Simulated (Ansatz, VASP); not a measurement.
## InSb3 in VASP and in Ansatz

INCAR

```
SYSTEM = InSb3
  PREC = Accurate
  ENCUT = 520
  EDIFF = 1E-7
  ISMEAR = 0
  SIGMA = 0.15
  LREAL = .False.
  LASPH = .True.
  NELM = 100
  ALGO = Normal
  ISIF = 2
  LWAVE = .False.
  LCHARG = .False.
  GGA = PE
  IVDW = 12
  NBANDS = 22
```

File KPOINTS:

```
Automatic mesh
0
Gamma
  12 12 12
  0 0 0
```

POSCAR

```
InSb3
1.0
    0.0000000000      3.7279225306      3.7279225306
    3.7279225306      0.0000000000      3.7279225306
    3.7279225306      3.7279225306      0.0000000000
In Sb
1 3
Direct
   -0.0603553315     -0.0603553315      0.0603553315
    0.2500000000      0.2500000000      0.2500000000
    0.7500000000      0.7500000000      0.7500000000
    0.5000000000      0.5000000000      0.5000000000
```

Input for Ansatz:

```yaml
crystal:
  lattice:
    - [0.0, 3.7279225306, 3.7279225306]
    - [3.7279225306, 0.0, 3.7279225306]
    - [3.7279225306, 3.7279225306, 0.0]
  atoms:
    - { symbol: In, position: [-0.0603553315, -0.0603553315, 0.0603553315] }
    - { symbol: Sb, position: [0.25, 0.25, 0.25] }
    - { symbol: Sb, position: [0.75, 0.75, 0.75] }
    - { symbol: Sb, position: [0.5, 0.5, 0.5] }
basis:
  ecutwfc: 420
kpoints:
  mp_grid: { grid: [12, 12, 12] }
hamiltonian:
  xc: pbe
  dispersion: d3bj
scf:
  occupations: { method: gaussian, width: 0.15 }
output:
  forces: true
  stress: true
  eigenvalues: true
```

Alike in both runs: task single point; functional PBE; dispersion D3(BJ); k mesh 12 × 12 × 12; occupations gaussian, width 0.15 eV; no spin polarisation.

```csv
,VASP,Ansatz
version,VASP 6.6.1,Ansatz 0.2.0
potentials or method,"VASP PAW PBE potentials, release 64 (In_d, Sb), cutoff 520 eV","scalar-relativistic, plane waves, PAW"
valence electrons in the cell,28,58
```

|  | VASP | Ansatz | Ansatz less VASP |
| --- | --- | --- | --- |
| gap on the k mesh at the Fermi level (eV) | none | none | - |
| pressure (GPa) | 2.0 | 2.1 | +0.08 |
| traceless stress, the component that is largest in VASP (GPa) | -0.74 | -0.74 | +0.001 |
| rms of the force components (eV/Å) | 0.443 | 0.443 | 0.0000 |

Atom by atom the forces differ by 0.000 eV/Å (rms over components). A gap of «none» marks a metal or a gap that the smearing closes. VASP's potentials hold 28 valence electrons a cell and Ansatz's 58, so a difference there can come from the potentials and not from the codes.

Spin-orbit coupling is off throughout.
